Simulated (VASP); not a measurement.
Write the native input for VASP 6.6.1 that does the following.

```
Task                   : single point
Functional             : PBE
Potentials or basis    : VASP PAW PBE potentials, release 64 (Cs_sv, Nb_sv, S)
Cutoff                 : 520 eV
k mesh                 : 4 × 4 × 4
Occupations            : gaussian, width 0.05 eV
Spin                   : no spin polarisation
Dipole correction      : no
Further INCAR settings : ALGO = Normal; EDIFF = 1e-06; NBANDS = 28
```

The structure of CsNbS3 lies in POSCAR:

```
CsNbS3
1.0
    4.9600000000      0.0000000000      0.0000000000
    0.0000000000      4.9600000000      0.0000000000
    0.0000000000      0.0000000000      4.9600000000
Cs Nb S
1 1 3
Direct
    0.0000000000      0.0000000000      0.0000000000
    0.5000000000      0.5000000000      0.5000000000
    0.5000000000      0.5000000000      0.0000000000
    0.5000000000      0.0000000000      0.5000000000
    0.0000000000      0.5000000000      0.5000000000
```

These files were run (other wordings do the same):

INCAR

```
PREC     = Accurate       # precision mode
ENCUT    = 520            # plane-wave cutoff, eV
EDIFF    = 1E-6           # SCF threshold, eV
ISMEAR   = 0              # smearing method
SIGMA    = 0.05           # smearing width, eV
LREAL    = F              # projectors in reciprocal space
LASPH    = T              # aspherical terms in the spheres
NELM     = 100            # most SCF steps
ALGO     = Normal         # electronic algorithm
ISIF     = 2              # what is computed and relaxed
LWAVE    = F              # write WAVECAR
LCHARG   = F              # write CHGCAR
GGA      = PE             # functional
NBANDS   = 28             # bands
```

KPOINTS

```
Automatic mesh
0
Gamma
  4 4 4
```

Potentials or basis: VASP PAW PBE potentials, release 64 (Cs_sv, Nb_sv, S).

Launch:

```sh
$ cat potpaw_PBE.64/Cs_sv/POTCAR potpaw_PBE.64/Nb_sv/POTCAR potpaw_PBE.64/S/POTCAR > POTCAR
$ mpirun -np 1 vasp_std > vasp.out
```

It gave:

| Property | Result |
| --- | --- |
| Pressure | -1.1 GPa |
| Band gap on the k mesh | zero (band 20 reaches 4.09 eV, above the bottom of band 21 at 3.61 eV) |

Caveat: spin-orbit coupling is left out, which moves the levels of the heavy elements.

Run time: 30 s on 1 thread of AMD EPYC 9R45 96-Core Processor (Zen 5), with other jobs on the host, peak memory 0.22 GiB.
